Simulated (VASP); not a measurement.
Wanted: the native input for a VASP 6.6.1 run.

```
Task                   : single point
Functional             : PBE
Potentials or basis    : VASP PAW PBE potentials, release 64 (Cd_sv_GW)
Cutoff                 : 630 eV
k mesh                 : 14 × 14 × 13
Occupations            : fermi-dirac, width 0.1 eV
Spin                   : no spin polarisation
Dipole correction      : no
Further INCAR settings : ALGO = Normal; EDIFF = 1e-06; NBANDS = 16
```

The structure of Cd lies in POSCAR:

```
Cd
1.0
    2.7083630178      0.0000000000      0.0000000000
   -1.3541815089      2.3455111761      0.0000000000
    0.0000000000      0.0000000000      2.7029400697
Cd
1
Direct
    0.0000000000      0.0000000000      0.0000000000
```

This isn't the form of Cd at room conditions, which is hcp.

One way to write it, as run:

INCAR

```
SYSTEM = Cd
  PREC = Accurate
  ENCUT = 630
  EDIFF = 1E-6
  ISMEAR = -1
  SIGMA = 0.1
  LREAL = .False.
  LASPH = .True.
  NELM = 120
  ALGO = Normal
  ISIF = 2
  LWAVE = .False.
  LCHARG = .False.
  GGA = PE
  NBANDS = 16
  GGA_COMPAT = .False.
```

KPOINTS

```
Automatic mesh
0
Gamma
  14 14 13
  0 0 0
```

Potentials or basis: VASP PAW PBE potentials, release 64 (Cd_sv_GW).

Command:

```bash
$ cat potpaw_PBE.64/Cd_sv_GW/POTCAR > POTCAR
$ mpirun -np 1 vasp_std > vasp.out
```

It gave:

```
Pressure               : 38.9 GPa
Band gap on the k mesh : zero (bands 10 and 11 overlap by 6.25 eV)
```

Caveat: the cell stands under pressure.

Run time: 100 s on 1 thread of AMD EPYC 7571 (shared host), peak memory 0.17 GiB.
